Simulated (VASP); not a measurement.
Here is a VASP 6.6.1 calculation.

Contents of POSCAR:

```
PbSe
1.0
    4.4148900000      0.0000000000      0.0000000000
   -0.0103110000      4.4148780000      0.0000000000
   -2.2022890000     -2.2074390000     12.0007990000
Pb Se
2 2
Direct
    0.8001900000      0.8145460000      0.6176240000
    0.1926960000      0.1931600000      0.3815570000
    0.3001050000      0.3157340000      0.6220350000
    0.6768540000      0.7126680000      0.3768060000
```

INCAR.step1

```
SYSTEM = PbSe
PREC = Accurate
ENCUT = 520
ISMEAR = 0
SIGMA = 0.01
LREAL = .False.
LASPH = .True.
NELM = 60
NBANDS = 28
GGA = PE
ALGO = Normal
EDIFF = 1E-4
LWAVE = .True.
LCHARG = .False.
```

The input INCAR.step2:

```
SYSTEM = PbSe
PREC = Accurate
ENCUT = 520
EDIFF = 1E-7
ISMEAR = 0
SIGMA = 0.01
LREAL = .False.
LASPH = .True.
NELM = 60
ALGO = Normal
ISIF = 2
LWAVE = .False.
LCHARG = .False.
METAGGA = R2SCAN
LMIXTAU = .True.
NBANDS = 28
ISTART = 1
```

Contents of KPOINTS:

```
Automatic mesh
0
Gamma
  3 3 2
  0.5 0.5 0.5
```

Potentials or basis: VASP PAW PBE potentials, release 64 (Pb_d, Se).

Command:

```console
$ cat potpaw_PBE.64/Pb_d/POTCAR potpaw_PBE.64/Se/POTCAR > POTCAR
$ cp INCAR.step1 INCAR
$ mpirun -np 1 vasp_std > vasp.out
$ cp INCAR.step2 INCAR
$ mpirun -np 1 vasp_std > vasp.out
```

**Question.** Estimate the largest force.

**Answer.** 0.276 eV/Å.

**Question.** Estimate the band gap on the k mesh.

**Answer.** 2.63 eV.

Forces in eV/Å, atoms in the order of the input:
```
Pb   0.006  0.009 -0.276
Pb  -0.048  0.049  0.250
Se   0.012  0.051 -0.218
Se   0.030 -0.109  0.245
```

Caveat: there is no dipole correction, which matters where the two faces differ; the PAW data sets were made with another functional, which shifts forces and pressure a little; spin-orbit coupling is left out, which moves the levels of the heavy elements.
